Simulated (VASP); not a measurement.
Set up this calculation in VASP 6.6.1, as the native input.

* Task: single point
* Functional: PBEsol
* Potentials or basis: VASP PAW PBE potentials, release 64 (Mo_sv, S)
* Cutoff: 520 eV
* k mesh: 12 × 12 × 1
* Occupations: gaussian, width 0.1 eV
* Spin: no spin polarisation
* Dipole correction: yes
* Further INCAR settings: ALGO = Normal; EDIFF = 1e-06; NBANDS = 28

The structure of MoS lies in POSCAR:

```
MoS
1.0
    3.1204068979      0.0000000000      0.0000000000
   -1.5602034489      2.7023516437      0.0000000000
    0.0000000000      0.0000000000     21.0860250635
Mo S
2 2
Direct
    0.6666666667      0.3333333333      0.3556858145
    0.3333333333      0.6666666667      0.6443141855
    0.3333333333      0.6666666667      0.4316152661
    0.6666666667      0.3333333333      0.5683847339
```

These files were run (other wordings do the same):

INCAR

```
ALGO = Normal
DIPOL = 0.5 0.5 0.500
EDIFF = 1E-6
ENCUT = 520
GGA = PS
IDIPOL = 3
ISIF = 2
ISMEAR = 0
LASPH = True
LCHARG = True
LDIPOL = True
LELF = True
LREAL = False
LVACPOTAV = True
LVHAR = True
LWAVE = False
NBANDS = 28
NELM = 80
PREC = Accurate
SIGMA = 0.1
```

KPOINTS

```
k-points
0
Gamma
  12 12 1
```

Potentials or basis: VASP PAW PBE potentials, release 64 (Mo_sv, S).

The run is started by

```bash
$ cat potpaw_PBE.64/Mo_sv/POTCAR potpaw_PBE.64/S/POTCAR > POTCAR
$ mpirun -np 1 vasp_std > vasp.out
```

Results of the run:

| Property | Result |
| --- | --- |
| Largest force | 1.780 eV/Å |
| Band gap on the k mesh | zero (band 20 reaches 0.94 eV, above the bottom of band 21 at 0.78 eV) |

Caveat: the PAW data sets were made with another functional, which shifts forces and pressure a little.

Run time: 2.1 min on 1 thread of Intel Xeon 6975P-C, with other jobs on the host, peak memory 0.32 GiB.
